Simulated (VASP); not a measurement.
# Ga (P6_3/mmc) in VASP: a series of runs

Aim: see how the results for Ga move with the level of theory and the settings. Levels: PBEsol, LDA. Tasks: electric field gradients.

All numbers are computed with VASP 6.6.1; they aren't measurements. Logs are shortened: lines on timing, memory, paths and dates and some standing lists are left out, and cuts for length are marked.

## (1) The cell of the first run

The structure is hexagonal, space group P6_3/mmc (No. 194). Conventional cell: a = 3.003 Å, b = 3.003 Å, c = 4.865 Å, α = 90.00°, β = 90.00°, γ = 120.00°. Ga (site symmetry -6m2) has 12 Ga at 2.99 to 3.00 Å within 3.9 Å.

## (2) Electric field gradients, PBEsol

INCAR reads:

```
SYSTEM = Ga
PREC = Accurate ; ENCUT = 520
EDIFF = 1E-8 ; ISMEAR = -1
SIGMA = 0.05 ; LREAL = .False.
LASPH = .True. ; NELM = 80
ALGO = Normal ; ISIF = 2
LWAVE = .False. ; LCHARG = .False.
GGA = PS ; LEFG = .True.
NBANDS = 20
```

KPOINTS reads:

```
regular mesh
0
Gamma
  11 11 6
  0 0 0
```

POSCAR reads:

```
Ga
1.0
    3.0031658500      0.0000000000      0.0000000000
   -1.5015829250      2.6008179178      0.0000000000
    0.0000000000      0.0000000000      4.8651286769
Ga
2
Direct
    0.3333333333      0.6666666667      0.2500000000
    0.6666666667      0.3333333333      0.7500000000
```

Potentials or basis: VASP PAW PBE potentials, release 64 (Ga_d).

The run is started by

```bash
> cat potpaw_PBE.64/Ga_d/POTCAR > POTCAR
> mpirun -np 1 vasp_std > vasp.out
```

OUTCAR:

```text
SYSTEM = Ga
   PREC = Accurate
   ENCUT = 520
   EDIFF = 1E-8
   ISMEAR = -1
   LREAL = .False.
   LASPH = .True.
   NELM = 80
   ISIF = 2
   GGA = PS

 ion  position               nearest neighbor table
   1  0.333  0.667  0.250-
   2  0.667  0.333  0.750-

  LATTYP: Found a hexagonal cell.
 ALAT       =     3.0031658500
 C/A-ratio  =     1.6200000000

  Lattice vectors:

 A1 = (   3.0031658500,   0.0000000000,   0.0000000000)
 A2 = (  -1.5015829250,   2.6008179178,   0.0000000000)
 A3 = (   0.0000000000,   0.0000000000,   4.8651286769)

Analysis of symmetry for initial positions (statically):
=====================================================================
 Subroutine PRICEL returns:
 Original cell was already a primitive cell.

 Routine SETGRP: Setting up the symmetry group for a
 hexagonal supercell.

 Subroutine GETGRP returns: Found 24 space group operations
 (whereof 12 operations were pure point group operations)
 out of a pool of 24 trial point group operations.

The static configuration has the point symmetry D_3d.
 The point group associated with its full space group is D_6h.

Analysis of symmetry for dynamics (positions and initial velocities):
=====================================================================
 Subroutine PRICEL returns:
 Original cell was already a primitive cell.

 Routine SETGRP: Setting up the symmetry group for a
 hexagonal supercell.

 Subroutine GETGRP returns: Found 24 space group operations
 (whereof 12 operations were pure point group operations)
 out of a pool of 24 trial point group operations.

The dynamic configuration has the point symmetry D_3d.
 The point group associated with its full space group is D_6h.

 Subroutine INISYM returns: Found 24 space group operations
 (whereof 12 operations are pure point group operations),
 and found     1 'primitive' translations

----------------------------------------------------------------------------------------

                                     Primitive cell

  volume of cell :      38.0000

  direct lattice vectors                    reciprocal lattice vectors
     3.003165850  0.000000000  0.000000000     0.332981943  0.192247214  0.000000000
    -1.501582925  2.600817918  0.000000000     0.000000000  0.384494429  0.000000000
     0.000000000  0.000000000  4.865128677     0.000000000  0.000000000  0.205544409

  length of vectors
     3.003165850  3.003165850  4.865128677     0.384494429  0.384494429  0.205544409

  position of ions in fractional coordinates (direct lattice)
     0.333333333  0.666666667  0.250000000
     0.666666667  0.333333333  0.750000000

  ion indices of the primitive-cell ions
   primitive index   ion index
                 1           1
                 2           2

----------------------------------------------------------------------------------------

 KPOINTS: regular mesh

Automatic generation of k-mesh.
 Grid dimensions read from file:
 generate k-points for:   11   11    6

 Generating k-lattice:

  Cartesian coordinates                     Fractional coordinates (reciprocal lattice)
     0.030271086  0.017477019  0.000000000     0.090909091  0.000000000  0.000000000
     0.000000000  0.034954039  0.000000000     0.000000000  0.090909091  0.000000000
     0.000000000  0.000000000  0.034257402     0.000000000  0.000000000  0.166666667

  Length of vectors
     0.034954039  0.034954039  0.034257402

  Shift w.r.t. Gamma in fractional coordinates (k-lattice)
     0.000000000  0.000000000  0.000000000

 Subroutine IBZKPT returns following result:
 ===========================================

 Found     64 irreducible k-points:

 Following reciprocal coordinates:
            Coordinates               Weight
  0.000000  0.000000  0.000000      1.000000
  0.090909  0.000000  0.000000      6.000000
  0.181818  0.000000  0.000000      6.000000
  0.272727  0.000000  0.000000      6.000000
  0.363636  0.000000  0.000000      6.000000
  0.454545  0.000000  0.000000      6.000000
[... 16 lines left out ...]
  0.090909  0.090909  0.166667     12.000000
  0.181818  0.090909  0.166667     24.000000
 [... further k-points ...]
   k-points           NKPTS =     64   k-points in BZ     NKDIM =     64   number of bands    NBANDS=     20
   number of dos      NEDOS =    301   number of ions     NIONS =      2
   total plane-waves  NPLWV =  20736
   dimension x,y,z NGX =    24 NGY =   24 NGZ =   36
   dimension x,y,z NGXF=    48 NGYF=   48 NGZF=   72
   ions per type =               2
   NGX,Y,Z   is equivalent  to a cutoff of  13.29, 13.29, 12.30 a.u.
   NGXF,Y,Z  is equivalent  to a cutoff of  26.57, 26.57, 24.60 a.u.
 SYSTEM =  Ga
   PREC   = accura    normal or accurate (medium, high low for compatibility)
   ISTART =      0    job   : 0-new  1-cont  2-samecut
   ICHARG =      2    charge: 1-file 2-atom 10-const
   ISPIN  =      1    spin polarized calculation?
   LNONCOLLINEAR =      F non collinear calculations
   LSORBIT =      F    spin-orbit coupling
   LASPH  =      T    aspherical Exc in radial PAW
   ENCUT  =  520.0 eV  38.22 Ry    6.18 a.u.   5.58  5.58  9.05*2*pi/ulx,y,z
   NELM   =     80;   NELMIN=  2; NELMDL= -5     # of ELM steps
   EDIFF  = 0.1E-07   stopping-criterion for ELM
   LREAL  =      F    real-space projection
   EDIFFG = 0.1E-06   stopping-criterion for IOM
   NSW    =      0    number of steps for IOM
   IBRION =     -1    ionic relax: 0-MD 1-quasi-New 2-CG
   NFREE  =      0    steps in history (QN), initial steepest desc. (CG)
   ISIF   =      2    stress and relaxation
   ISYM   =      2    0-nonsym 1-usesym 2-fastsym
   POTIM  = 0.5000    time-step for ionic-motion
   TEBEG  =    0.0;   TEEND  =   0.0 temperature during run
   PSTRESS=    0.0 pullay stress
   NELECT =      26.0000    total number of electrons
   NUPDOWN=      -1.0000    fix difference up-down
   EMIN   =  10.00;   EMAX   =-10.00  energy-range for DOS
   EFERMI =   0.00;   METHOD = LEGACY
   ISMEAR =    -1;   SIGMA  =   0.05  broadening in eV -4-tet -1-fermi 0-gaus
   EFERMI_NEDOS =   21; number of points for ismear=-14 and -15
   IALGO  =     38    algorithm
   IMIX   =      4    mixing-type and parameters
     AMIX     =   0.40;   BMIX     =  1.00
     AMIX_MAG =   1.60;   BMIX_MAG =  1.00
  volume/ion in A,a.u.               =      19.00       128.22
  Fermi-wavevector in a.u.,A,eV,Ry     =   1.442574  2.726069 28.313990  2.081020
  Thomas-Fermi vector in A             =   2.561079
   LORBIT       =      0    0 simple, 1 ext, 2 COOP (PROOUT), +10 PAW based schemes
   GGA     = PS    functional components
   LHFCALC =     F    Hartree Fock is set to
   AEXX    =    0.0000 exact exchange contribution
   IVDW    =     0    specifies the selected vdW correction
   LEPSILON=     F    determine dielectric tensor
   LRPA    =     F    only Hartree local field effects (RPA)
 non-spin polarized calculation
  energy-cutoff  :      520.00
  volume of cell :       38.00
 maximum number of plane-waves:      1044
 NGX is ok and might be reduce to    24
   NGX = 11   NGY = 11   NGZ = 19

 number of electron      26.0000026 magnetization

 Free energy of the ion-electron system (eV)
  ---------------------------------------------------
  ext. energy  EPLUGINS =         0.00000000
  ---------------------------------------------------
  free energy    TOTEN  =        -6.63726163 eV

  energy without entropy =       -6.63046248  energy(sigma->0) =       -6.63386205

 E-fermi :   5.3401     XC(G=0): -11.1174

 val. band max:        5.2744431139   @ k =   0.3636   0.0000   0.5000
 cond. band min:       5.3908721513   @ k =   0.3636   0.0909   0.3333
 fundamental gap:      0.1164290374
 Fermi energy:         5.3401307791

 k-point     1 :       0.0000    0.0000    0.0000
  band No.  band energies     occupation
      1      -9.5617      2.00000
      2      -9.4831      2.00000
      3      -9.4698      2.00000
      4      -9.4698      2.00000
      5      -9.4473      2.00000
      6      -9.4473      2.00000
[... 12 lines left out ...]
     19      19.0524      0.00000
     20      19.3758      0.00000

 k-point     2 :       0.0909    0.0000    0.0000
  band No.  band energies     occupation
      1      -9.5524      2.00000
      2      -9.4934      2.00000
      3      -9.4560      2.00000
      4      -9.4540      2.00000
      5      -9.4465      2.00000
      6      -9.4326      2.00000
[... 12 lines left out ...]
     19      18.7170      0.00000
     20      20.2197      0.00000
[... 465 lines left out ...]
      3      -9.4699      2.00000
      4      -9.4515      2.00000
      5      -9.4426      2.00000
      6      -9.4202      2.00000
[... 12 lines left out ...]
     19      18.1279      0.00000
     20      18.7766      0.00000

 k-point    24 :       0.1818    0.0909    0.1667
  band No.  band energies     occupation
      1      -9.5493      2.00000
      2      -9.5036      2.00000
      3      -9.4806      2.00000
      4      -9.4491      2.00000
      5      -9.4445      2.00000
      6      -9.3931      2.00000
[... 12 lines left out ...]
     19      17.3061      0.00000
     20      18.5442      0.00000

 [... further k-points ...]
[... 5 lines left out ...]
  --------------------------------------------------------------------------------------
  -------------------------------------------------------------------------------------
  Total       -0.7022653     -0.7022653     -0.8568122      0.0000000      0.0000000      0.0000000
  in kB      -29.6093027    -29.6093027    -36.1253952      0.0000000      0.0000000      0.0000000
  external PRESSURE =     -31.7813335 kB  Pullay stress =       0.0000000 kB

 VOLUME and BASIS-vectors are now :
 -----------------------------------------------------------------------------
  energy-cutoff  :      520.00
  volume of cell :       38.00
      direct lattice vectors                 reciprocal lattice vectors
     3.003165850  0.000000000  0.000000000     0.332981943  0.192247214  0.000000000
    -1.501582925  2.600817918  0.000000000     0.000000000  0.384494429  0.000000000
     0.000000000  0.000000000  4.865128677     0.000000000  0.000000000  0.205544409

 POSITION                                       TOTAL-FORCE (eV/Angst)
 -----------------------------------------------------------------------------------
     -0.00000      1.73388      1.21628         0.000000     -0.000000      0.000000
      1.50158      0.86694      3.64885        -0.000000      0.000000      0.000000
 -----------------------------------------------------------------------------------
    total drift:                                0.000000     -0.000000      0.000000

  FREE ENERGIE OF THE ION-ELECTRON SYSTEM (eV)
  ---------------------------------------------------
  free  energy   TOTEN  =        -6.6372616314 eV

  energy  without entropy=       -6.6304624766  energy(sigma->0) =       -6.63386205

 Electric field gradients (V/A^2)
---------------------------------------------------------------------
 ion       V_xx      V_yy      V_zz      V_xy      V_xz      V_yz
---------------------------------------------------------------------
   1       0.560     0.557    -1.117    -0.003     0.000    -0.000
   2       0.560     0.557    -1.117    -0.003    -0.000     0.000
---------------------------------------------------------------------

 Electric field gradients after diagonalization (V/A^2)
 (convention: |V_zz| > |V_xx| > |V_yy|)
----------------------------------------------------------------------
 ion       V_xx      V_yy      V_zz     asymmetry (V_yy - V_xx)/ V_zz
----------------------------------------------------------------------
   1       0.562     0.555    -1.117       0.006
   2       0.562     0.555    -1.117       0.006
----------------------------------------------------------------------

           NMR quadrupolar parameters

 Cq : quadrupolar parameter    Cq=e*Q*V_zz/h
 eta: asymmetry parameters     (V_yy - V_xx)/ V_zz
 Q  : nuclear electric quadrupole moment in mb (millibarn)
----------------------------------------------------------------------
 ion       Cq(MHz)       eta       Q (mb)
----------------------------------------------------------------------
   1      -0.003       0.006       1.000
   2      -0.003       0.006       1.000
----------------------------------------------------------------------
```

Wall time 26 s (1 thread of AMD EPYC 9R45 (Zen 5), shared host); peak memory 0.14 GiB.

Results:

```
Free energy            : -6.6373 eV
Pressure               : -3.2 GPa
Band gap on the k mesh : zero (band 13 reaches 9.62 eV, above the bottom of band 14 at 2.37 eV)
```

Levels at points of the mesh, in eV from the Fermi level:
```
           k point  band 9  band 10  band 11  band 12  band 13  band 14  band 15  band 16  band 17  band 18
(0.00, 0.00, 0.00)  -14.62   -14.62   -11.00    -4.86    -3.91     9.49     9.49    11.46    11.46    12.48
(0.00, 0.00, 0.50)  -14.66   -14.66    -9.37    -9.37     3.72     3.72    10.68    10.68    10.68    10.68
```

Electric field gradients, principal values (V/Å²):
| atom | least | middle | greatest (by size) |
| --- | --- | --- | --- |
| 1 Ga | 0.555 | 0.562 | -1.117 |
| 2 Ga | 0.555 | 0.562 | -1.117 |

Caveat: without QUAD_EFG the Cq values of the log hold for a quadrupole moment of 1 mb, not for the nuclei; the PAW data sets were made with another functional, which shifts forces and pressure a little.

## (3) Electric field gradients, LDA

INCAR reads:

```
SYSTEM = Ga
  PREC = Accurate
  ENCUT = 520
  EDIFF = 1E-8
  ISMEAR = -5
  SIGMA = 0.1
  LREAL = .FALSE.
  LASPH = .TRUE.
  NELM = 80
  ALGO = Normal
  ISIF = 2
  LWAVE = .FALSE.
  LCHARG = .FALSE.
  LEFG = .TRUE.
  NBANDS = 20
```

KPOINTS reads:

```
Automatic mesh
0
G
  11 11 6
  0 0 0
```

POSCAR is that of step 2.

Potentials or basis: VASP PAW LDA potentials, release 64 (Ga_d).

The run is started by

```bash
> cat potpaw_LDA.64/Ga_d/POTCAR > POTCAR
> mpirun -np 1 vasp_std > vasp.out
```

OUTCAR:

```text
SYSTEM = Ga
   PREC = Accurate
   ENCUT = 520
   EDIFF = 1E-8
   ISMEAR = -5
   LREAL = .FALSE.
   LASPH = .TRUE.
   NELM = 80
   ISIF = 2

 ion  position               nearest neighbor table
   1  0.333  0.667  0.250-
   2  0.667  0.333  0.750-

  LATTYP: Found a hexagonal cell.
 ALAT       =     3.0031658500
 C/A-ratio  =     1.6200000000

  Lattice vectors:

 A1 = (   3.0031658500,   0.0000000000,   0.0000000000)
 A2 = (  -1.5015829250,   2.6008179178,   0.0000000000)
 A3 = (   0.0000000000,   0.0000000000,   4.8651286769)
[... 768 lines left out ...]
  ---------------------------------------------------
  free  energy   TOTEN  =        -7.0475227549 eV

  energy  without entropy=       -7.0475227549  energy(sigma->0) =       -7.04752275

 Electric field gradients (V/A^2)
---------------------------------------------------------------------
 ion       V_xx      V_yy      V_zz      V_xy      V_xz      V_yz
---------------------------------------------------------------------
   1       0.042     0.038    -0.080    -0.003     0.000    -0.000
   2       0.042     0.038    -0.080    -0.003    -0.000     0.000
---------------------------------------------------------------------

 Electric field gradients after diagonalization (V/A^2)
 (convention: |V_zz| > |V_xx| > |V_yy|)
----------------------------------------------------------------------
 ion       V_xx      V_yy      V_zz     asymmetry (V_yy - V_xx)/ V_zz
----------------------------------------------------------------------
   1       0.043     0.037    -0.080       0.086
   2       0.043     0.037    -0.080       0.086
----------------------------------------------------------------------

           NMR quadrupolar parameters

 Cq : quadrupolar parameter    Cq=e*Q*V_zz/h
 eta: asymmetry parameters     (V_yy - V_xx)/ V_zz
 Q  : nuclear electric quadrupole moment in mb (millibarn)
----------------------------------------------------------------------
 ion       Cq(MHz)       eta       Q (mb)
----------------------------------------------------------------------
   1      -0.000       0.086       1.000
   2      -0.000       0.086       1.000
----------------------------------------------------------------------
```

OSZICAR:

```text
N       E                     dE             d eps       ncg     rms          rms(c)
DAV:   1     0.131270736339E+03    0.13127E+03   -0.13421E+04  2704   0.245E+03
DAV:   2     0.451074793588E+01   -0.12676E+03   -0.12368E+03  2600   0.379E+02
DAV:   3    -0.693477257717E+01   -0.11446E+02   -0.11376E+02  2936   0.948E+01
DAV:   4    -0.711263140837E+01   -0.17786E+00   -0.17761E+00  2884   0.130E+01
DAV:   5    -0.711563191206E+01   -0.30005E-02   -0.29871E-02  2976   0.166E+00    0.111E+00
DAV:   6    -0.706254849579E+01    0.53083E-01   -0.86070E-02  3492   0.461E+00    0.527E-01
DAV:   7    -0.704922493351E+01    0.13324E-01   -0.14871E-02  3628   0.148E+00    0.147E-01
DAV:   8    -0.704753022894E+01    0.16947E-02   -0.16760E-03  2936   0.557E-01    0.103E-02
DAV:   9    -0.704751682827E+01    0.13401E-04   -0.35943E-05  3384   0.551E-02    0.390E-03
DAV:  10    -0.704752299338E+01   -0.61651E-05   -0.22008E-06  3132   0.204E-02    0.357E-04
DAV:  11    -0.704752212488E+01    0.86850E-06   -0.95330E-08  2908   0.399E-03    0.240E-04
DAV:  12    -0.704752273806E+01   -0.61317E-06   -0.77367E-09  1964   0.957E-04    0.148E-05
DAV:  13    -0.704752275303E+01   -0.14972E-07   -0.90539E-10  1540   0.288E-04    0.742E-06
DAV:  14    -0.704752275491E+01   -0.18772E-08   -0.20693E-10  1476   0.147E-04
   1 F= -.70475228E+01 E0= -.70475228E+01  d E =0.000000E+00
```

Wall time 26 s (1 thread of AMD EPYC 9R45 (Zen 5), shared host); peak memory 0.13 GiB.

Results:

```
Free energy            : -7.0475 eV
Pressure               : -4.3 GPa
Band gap on the k mesh : zero (band 13 reaches 9.48 eV, above the bottom of band 14 at 2.30 eV)
```

Caveat: without QUAD_EFG the Cq values of the log hold for a quadrupole moment of 1 mb, not for the nuclei; tetrahedron occupations give inexact forces and stress in metals.
